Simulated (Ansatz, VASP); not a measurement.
# LiF: VASP beside Ansatz

```xyz
4
Lattice="3.3058 0.0000 0.0000 -1.6529 2.8629 0.0000 0.0000 0.0000 5.1919" Properties=species:S:1:pos:R:3 pbc="T T T"
Li    0.0000    1.9086    1.9789
Li    1.6529    0.9543    4.5749
F     0.0000    1.9086    5.1599
F     1.6529    0.9543    2.5640
```

Change from the starting cell: strain +0.080 along x and y, +0.080 along z, atoms carried along.

Alike in both runs: task single point; functional PBEsol; k mesh 9 × 9 × 6; occupations gaussian, width 0.05 eV; no spin polarisation.

|  | VASP | Ansatz |
| --- | --- | --- |
| version | VASP 6.6.1 | Ansatz 0.2.0 |
| potentials or method | VASP PAW PBE potentials, release 64 (Li_sv, F), cutoff 520 eV | scalar-relativistic, plane waves, PAW |
| valence electrons in the cell | 20 | 20 |

|  | VASP | Ansatz | Ansatz less VASP |
| --- | --- | --- | --- |
| gap on the k mesh at the Fermi level (eV) | 6.66 | 6.67 | +0.008 |
| least direct gap on the mesh (eV) | 6.66 | 6.67 | +0.008 |
| rms of the force components (eV/Å) | 0.013 | 0.013 | +0.0001 |

VASP's potentials were made for PBE, not for PBEsol. Atom by atom the forces differ by 0.000 eV/Å (rms over components). The functional is the same, so the differences come from potentials, cutoffs and numerics.

Noted on VASP's run: the cutoff is short for stress, so the pressure is rough.
